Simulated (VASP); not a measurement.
# TiCo3 (Pm-3m) in VASP: further runs

The runs below take TiCo3 through single point, with PBEsol.

Everything below comes from runs of VASP 6.6.1. Logs are shortened: lines on timing, memory, paths and dates and some standing lists are left out, and cuts for length are marked.

### Step 1. The cell of the first run

It takes space group Pm-3m (No. 221, cubic). The conventional cell has a = 3.571 Å, b = 3.571 Å, c = 3.571 Å, α = 90.00°, β = 90.00°, γ = 90.00°. Within 3.3 Å of Ti (site symmetry m-3m) lie 12 Co at 2.53 Å. Within 3.3 Å of Co (site symmetry 4/mmm) lie 4 Ti at 2.53 Å and 8 Co at 2.53 Å.

### Step 2. Single point, PBEsol

INCAR

```
SYSTEM = TiCo3
PREC = Accurate
ENCUT = 520
EDIFF = 1E-7
ISMEAR = -1
SIGMA = 0.05
LREAL = .False.
LASPH = .True.
NELM = 80
ALGO = Normal
ISIF = 2
LWAVE = .False.
LCHARG = .False.
GGA = PS
NBANDS = 28
```

KPOINTS

```
Automatic mesh
0
Gamma
  10 10 10
  0 0 0
```

POSCAR

```
TiCo3
1.0
    3.5710000000      0.0000000000      0.0000000000
    0.0000000000      3.5710000000      0.0000000000
    0.0000000000      0.0000000000      3.5710000000
Ti Co
1 3
Direct
    0.0000000000      0.0000000000      0.0000000000
    0.0000000000      0.5000000000      0.5000000000
    0.5000000000      0.0000000000      0.5000000000
    0.5000000000      0.5000000000      0.0000000000
```

Potentials or basis: VASP PAW PBE potentials, release 64 (Ti_sv, Co).

Started as:

```console
$ cat potpaw_PBE.64/Ti_sv/POTCAR potpaw_PBE.64/Co/POTCAR > POTCAR
$ mpirun -np 1 vasp_std > vasp.out
```

OUTCAR:

```text
SYSTEM = TiCo3
   PREC = Accurate
   ENCUT = 520
   EDIFF = 1E-7
   ISMEAR = -1
   LREAL = .False.
   LASPH = .True.
   NELM = 80
   ISIF = 2
   GGA = PS

 ion  position               nearest neighbor table
   1  0.000  0.000  0.000-   2 2.53   3 2.53   4 2.53   2 2.53   3 2.53   2 2.53   4 2.53   2 2.53
                             3 2.53   4 2.53   3 2.53   4 2.53
   2  0.000  0.500  0.500-   1 2.53   3 2.53   4 2.53   1 2.53   4 2.53   1 2.53   3 2.53   1 2.53
                             3 2.53   4 2.53   4 2.53   3 2.53
   3  0.500  0.000  0.500-   1 2.53   2 2.53   4 2.53   1 2.53   4 2.53   2 2.53   4 2.53   4 2.53
                             1 2.53   2 2.53   1 2.53   2 2.53
   4  0.500  0.500  0.000-   1 2.53   2 2.53   3 2.53   2 2.53   3 2.53   1 2.53   3 2.53   3 2.53
                             1 2.53   2 2.53   2 2.53   1 2.53

  LATTYP: Found a simple cubic cell.
 ALAT       =     3.5710000000

  Lattice vectors:

 A1 = (   3.5710000000,   0.0000000000,   0.0000000000)
 A2 = (   0.0000000000,   3.5710000000,   0.0000000000)
 A3 = (   0.0000000000,   0.0000000000,   3.5710000000)

Analysis of symmetry for initial positions (statically):
=====================================================================
 Subroutine PRICEL returns:
 Original cell was already a primitive cell.

 Routine SETGRP: Setting up the symmetry group for a
 simple cubic supercell.

 Subroutine GETGRP returns: Found 48 space group operations
 (whereof 48 operations were pure point group operations)
 out of a pool of 48 trial point group operations.

The static configuration has the point symmetry O_h .

Analysis of symmetry for dynamics (positions and initial velocities):
=====================================================================
 Subroutine PRICEL returns:
 Original cell was already a primitive cell.

 Routine SETGRP: Setting up the symmetry group for a
 simple cubic supercell.

 Subroutine GETGRP returns: Found 48 space group operations
 (whereof 48 operations were pure point group operations)
 out of a pool of 48 trial point group operations.

The dynamic configuration has the point symmetry O_h .

 Subroutine INISYM returns: Found 48 space group operations
 (whereof 48 operations are pure point group operations),
 and found     1 'primitive' translations

----------------------------------------------------------------------------------------
[... 90 lines left out ...]
   ICHARG =      2    charge: 1-file 2-atom 10-const
   ISPIN  =      1    spin polarized calculation?
   LNONCOLLINEAR =      F non collinear calculations
   LSORBIT =      F    spin-orbit coupling
   LASPH  =      T    aspherical Exc in radial PAW
   ENCUT  =  520.0 eV  38.22 Ry    6.18 a.u.   6.64  6.64  6.64*2*pi/ulx,y,z
   NELM   =     80;   NELMIN=  2; NELMDL= -5     # of ELM steps
   EDIFF  = 0.1E-06   stopping-criterion for ELM
   LREAL  =      F    real-space projection
   EDIFFG = 0.1E-05   stopping-criterion for IOM
   NSW    =      0    number of steps for IOM
   IBRION =     -1    ionic relax: 0-MD 1-quasi-New 2-CG
   NFREE  =      0    steps in history (QN), initial steepest desc. (CG)
   ISIF   =      2    stress and relaxation
   ISYM   =      2    0-nonsym 1-usesym 2-fastsym
   POTIM  = 0.5000    time-step for ionic-motion
   TEBEG  =    0.0;   TEEND  =   0.0 temperature during run
   PSTRESS=    0.0 pullay stress
   NELECT =      39.0000    total number of electrons
   NUPDOWN=      -1.0000    fix difference up-down
   EMIN   =  10.00;   EMAX   =-10.00  energy-range for DOS
   EFERMI =   0.00;   METHOD = LEGACY
   ISMEAR =    -1;   SIGMA  =   0.05  broadening in eV -4-tet -1-fermi 0-gaus
   EFERMI_NEDOS =   21; number of points for ismear=-14 and -15
   IALGO  =     38    algorithm
   IMIX   =      4    mixing-type and parameters
     AMIX     =   0.40;   BMIX     =  1.00
     AMIX_MAG =   1.60;   BMIX_MAG =  1.00
  volume/ion in A,a.u.               =      11.38        76.83
  Fermi-wavevector in a.u.,A,eV,Ry     =   1.554676  2.937911 32.885512  2.417017
  Thomas-Fermi vector in A             =   2.658727
   LORBIT       =      0    0 simple, 1 ext, 2 COOP (PROOUT), +10 PAW based schemes
   GGA     = PS    functional components
   LHFCALC =     F    Hartree Fock is set to
   AEXX    =    0.0000 exact exchange contribution
   IVDW    =     0    specifies the selected vdW correction
   LEPSILON=     F    determine dielectric tensor
   LRPA    =     F    only Hartree local field effects (RPA)
 non-spin polarized calculation
  energy-cutoff  :      520.00
  volume of cell :       45.54
 maximum number of plane-waves:      1248
 NGX is ok and might be reduce to    28
   NGX = 13   NGY = 13   NGZ = 13

 number of electron      39.0000040 magnetization

 Free energy of the ion-electron system (eV)
  ---------------------------------------------------
  ext. energy  EPLUGINS =         0.00000000
  ---------------------------------------------------
  free energy    TOTEN  =       -32.68312980 eV

  energy without entropy =      -32.63690300  energy(sigma->0) =      -32.66001640

 E-fermi :  10.1505     XC(G=0): -13.4602

 val. band max:       10.1402565902   @ k =   0.5000   0.5000   0.5000
 cond. band min:      10.1527883439   @ k =   0.5000   0.1000   0.0000
 fundamental gap:      0.0125317537
 Fermi energy:        10.1505104231

 k-point     1 :       0.0000    0.0000    0.0000
  band No.  band energies     occupation
      1     -46.0395      2.00000
      2     -22.3945      2.00000
      3     -22.3945      2.00000
      4     -22.3945      2.00000
      5       2.1385      2.00000
      6       5.8667      2.00000
[... 733 lines left out ...]
     27      16.4737      0.00000
     28      16.5208      0.00000

 [... further k-points ...]
[... 5 lines left out ...]
  --------------------------------------------------------------------------------------
  -------------------------------------------------------------------------------------
  Total       -2.5236609     -2.5236609     -2.5236609      0.0000000     -0.0000000      0.0000000
  in kB      -88.7916295    -88.7916295    -88.7916295      0.0000000     -0.0000000      0.0000000
  external PRESSURE =     -88.7916295 kB  Pullay stress =       0.0000000 kB

 VOLUME and BASIS-vectors are now :
 -----------------------------------------------------------------------------
  energy-cutoff  :      520.00
  volume of cell :       45.54
      direct lattice vectors                 reciprocal lattice vectors
     3.571000000  0.000000000  0.000000000     0.280033604  0.000000000  0.000000000
     0.000000000  3.571000000  0.000000000     0.000000000  0.280033604  0.000000000
     0.000000000  0.000000000  3.571000000     0.000000000  0.000000000  0.280033604

 POSITION                                       TOTAL-FORCE (eV/Angst)
 -----------------------------------------------------------------------------------
      0.00000      0.00000      0.00000         0.000000      0.000000      0.000000
      0.00000      1.78550      1.78550         0.000000      0.000000      0.000000
      1.78550      0.00000      1.78550         0.000000      0.000000      0.000000
      1.78550      1.78550      0.00000         0.000000      0.000000      0.000000
 -----------------------------------------------------------------------------------
    total drift:                                0.000000      0.000000      0.000000

  FREE ENERGIE OF THE ION-ELECTRON SYSTEM (eV)
  ---------------------------------------------------
  free  energy   TOTEN  =       -32.6831297967 eV

  energy  without entropy=      -32.6369030049  energy(sigma->0) =      -32.66001640
```

stdout:

```text
POSCAR found type information on POSCAR TiCo
 POSCAR found :  2 types and       4 ions
 scaLAPACK will be used
 -----------------------------------------------------------------------------
|                                                                             |
|                                                                             |
|     You enforced a specific xc type in the INCAR file but a different       |
|     I HOPE YOU KNOW WHAT YOU ARE DOING!                                     |
|                                                                             |
 -----------------------------------------------------------------------------

 LDA part: xc-table for (Slater+PW92), standard interpolation
 POSCAR, INCAR and KPOINTS ok, starting setup
 FFT: planning ... GRIDC
 FFT: planning ... GRID_SOFT
 FFT: planning ... GRID
 WAVECAR not read
 entering main loop
```

Run time: 32 s. Hardware: 1 thread of Intel Xeon 6975P-C (Granite Rapids), shared host; peak memory 0.2 GiB.

Results:

```yaml
Free_energy: -32.6831 eV
Pressure: -8.9 GPa
```

Caveat: the PAW data sets were made with another functional, which shifts forces and pressure a little.

### Step 3. Single point, PBEsol, collinear spin, ferromagnetic start

INCAR

```
SYSTEM = TiCo3
  PREC = Accurate
  ENCUT = 520
  EDIFF = 1E-7
  ISMEAR = -1
  SIGMA = 0.05
  LREAL = .False.
  LASPH = .True.
  NELM = 150
  ALGO = Normal
  ISIF = 2
  LWAVE = .False.
  LCHARG = .False.
  ISPIN = 2
  MAGMOM = 0 2 2 2
  LORBIT = 11
  LMAXMIX = 4
  GGA = PS
  NBANDS = 32
```

KPOINTS is that of step 2.

POSCAR is that of step 2.

Potentials or basis: VASP PAW PBE potentials, release 64 (Ti_sv, Co).

Started as:

```console
$ cat potpaw_PBE.64/Ti_sv/POTCAR potpaw_PBE.64/Co/POTCAR > POTCAR
$ mpirun -np 1 vasp_std > vasp.out
```

It took 3.7 min on 1 thread of Intel Xeon Platinum 8375C at 2.90GHz (Ice Lake), shared host; peak memory 0.25 GiB.

Results (log left out):

| Property | Result |
| --- | --- |
| Free energy | -32.6876 eV |
| Pressure | -7.9 GPa |
| Net moment | 1.16 μB per cell |
| Site moments | Ti -0.15; Co +0.44 μB |
| Valence electrons inside the program's atomic spheres | Ti 10.43; Co 8.36 |

Levels at points of the mesh, in eV from the Fermi level:
Spin up:
| k point | band 17 | band 18 | band 19 | band 20 | band 21 | band 22 | band 23 | band 24 |
| --- | --- | --- | --- | --- | --- | --- | --- | --- |
| (0.00, 0.00, 0.00) | 0.14 | 0.43 | 0.43 | 0.43 | 2.42 | 2.42 | 3.29 | 3.29 |
| (0.50, 0.00, 0.00) | -0.79 | -0.79 | -0.79 | -0.25 | 0.43 | 1.17 | 1.17 | 1.82 |
| (0.50, 0.50, 0.00) | -1.16 | -1.11 | -1.11 | -0.60 | -0.58 | 1.68 | 1.68 | 1.94 |
| (0.50, 0.50, 0.50) | -0.09 | 0.20 | 0.20 | 0.20 | 0.79 | 0.79 | 0.79 | 2.04 |
Spin down:
| k point | band 17 | band 18 | band 19 | band 20 | band 21 | band 22 |
| --- | --- | --- | --- | --- | --- | --- |
| (0.00, 0.00, 0.00) | 0.71 | 0.87 | 0.87 | 0.87 | 2.62 | 2.62 |
| (0.50, 0.00, 0.00) | -0.42 | -0.42 | -0.26 | 0.34 | 0.87 | 1.19 |
| (0.50, 0.50, 0.00) | -0.65 | -0.56 | -0.56 | -0.23 | -0.18 | 1.69 |
| (0.50, 0.50, 0.50) | -0.04 | 0.69 | 0.69 | 0.69 | 0.77 | 0.77 |

Caveat: the PAW data sets were made with another functional, which shifts forces and pressure a little.
